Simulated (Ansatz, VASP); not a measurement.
Co: VASP beside Ansatz

```xyz
2
Lattice="2.4715 0.0000 0.0000 -1.2358 2.1404 0.0000 0.0000 0.0000 4.0271" Properties=species:S:1:pos:R:3 pbc="T T T"
Co    0.0000    1.4269    1.0068
Co    1.2358    0.7135    3.0203
```

Alike in both runs: task single point; functional r2SCAN; k mesh 5 × 5 × 3; occupations fermi-dirac, width 0.05 eV; collinear spin.

|  | VASP | Ansatz |
| --- | --- | --- |
| version | VASP 6.6.1 | Ansatz 0.2.0 |
| potentials or method | VASP PAW PBE potentials, release 64 (Co), cutoff 520 eV | plane waves (500 eV) with PAW, scalar-relativistic |
| valence electrons in the cell | 18 | 34 |

|  | VASP | Ansatz | Ansatz less VASP |
| --- | --- | --- | --- |
| pressure (GPa) | 3.9 | 4.2 | +0.27 |
| traceless stress, the component that is largest in VASP (GPa) | -0.84 | -1.00 | -0.166 |
| net moment per atom (μB) | 1.96 | 1.96 | +0.001 |
| size of the moment on the site where the two differ most (μB) | 2.00 | 2.07 | +0.068 |

VASP's potentials were made for PBE, not for r2SCAN. Site moments also hang on the region over which each program counts them. The functional is the same, so the differences come from potentials, cutoffs and numerics. VASP's potentials hold 18 valence electrons a cell and Ansatz's 34, so a difference there can come from the potentials and not from the codes. Ansatz's warnings: stability check not made.

The k mesh is coarse, so the values compare programs but aren't converged.
